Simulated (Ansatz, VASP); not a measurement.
**LiMgBN2: VASP beside Ansatz**

Contents of INCAR:

```
ALGO = Normal
EDIFF = 1E-6
ENCUT = 520
GGA = PS
ISIF = 2
ISMEAR = 0
LASPH = T
LCHARG = T
LELF = T
LREAL = F
LVHAR = T
LWAVE = F
NBANDS = 17
NELM = 60
PREC = Accurate
SIGMA = 0.05
```

KPOINTS

```
k-points
0
Gamma
  8 8 8
```

Contents of POSCAR:

```
LiMgBN2
1.0
   -1.8441306648      1.8441306648      4.3180788837
    1.8441306648     -1.8441306648      4.3180788837
    1.8441306648      1.8441306648     -4.3180788837
Li Mg B N
1 1 1 2
Direct
    0.2500000000      0.7500000000      0.5000000000
    0.7500000000      0.2500000000      0.5000000000
    0.5000000000      0.5000000000      0.0000000000
    0.6699362387      0.6699362387      0.0000000000
    0.3300637613      0.3300637613      0.0000000000
```

Input for Ansatz:

```yaml
crystal:
  lattice:
    - [-1.8441306648, 1.8441306648, 4.3180788837]
    - [1.8441306648, -1.8441306648, 4.3180788837]
    - [1.8441306648, 1.8441306648, -4.3180788837]
  atoms:
    - { symbol: Li, position: [0.25, 0.75, 0.5] }
    - { symbol: Mg, position: [0.75, 0.25, 0.5] }
    - { symbol: B, position: [0.5, 0.5, 0.0] }
    - { symbol: "N", position: [0.6699362387, 0.6699362387, 0.0] }
    - { symbol: "N", position: [0.3300637613, 0.3300637613, 0.0] }
basis:
  ecutwfc: 520.0
kpoints:
  mp_grid: { grid: [8, 8, 8] }
hamiltonian:
  xc: pbesol
  pseudopotentials: { kind: paw }
scf:
  occupations: { method: gaussian, width: 0.05 }
output:
  forces: true
  stress: true
  eigenvalues: true
```

Alike in both runs: task single point; functional PBEsol; k mesh 8 × 8 × 8; occupations gaussian, width 0.05 eV; no spin polarisation.

```csv
,VASP,Ansatz
version,VASP 6.6.1,Ansatz 0.2.0
potentials or method,"VASP PAW PBE potentials, release 64 (Li_sv, Mg, B, N), cutoff 520 eV","scalar-relativistic, plane waves, PAW"
valence electrons in the cell,18,26
```

VASP gave:

* gap on the k mesh at the Fermi level (eV): 2.27
* least direct gap on the mesh (eV): 3.75
* rms of the force components (eV/Å): 2.237

**Question.** What did Ansatz give for the same quantities?

**Answer.** gap on the k mesh at the Fermi level (eV): 2.28; least direct gap on the mesh (eV): 3.75; rms of the force components (eV/Å): 2.240.

VASP's potentials were made for PBE, not for PBEsol. Atom by atom the forces differ by 0.002 eV/Å (rms over components). The functional is the same, so the differences come from potentials, cutoffs and numerics. VASP's potentials hold 18 valence electrons a cell and Ansatz's 26, so a difference there can come from the potentials and not from the codes.

Noted on VASP's run: the cutoff is under 1.25 times that of the potentials, so the pressure is a little rough.
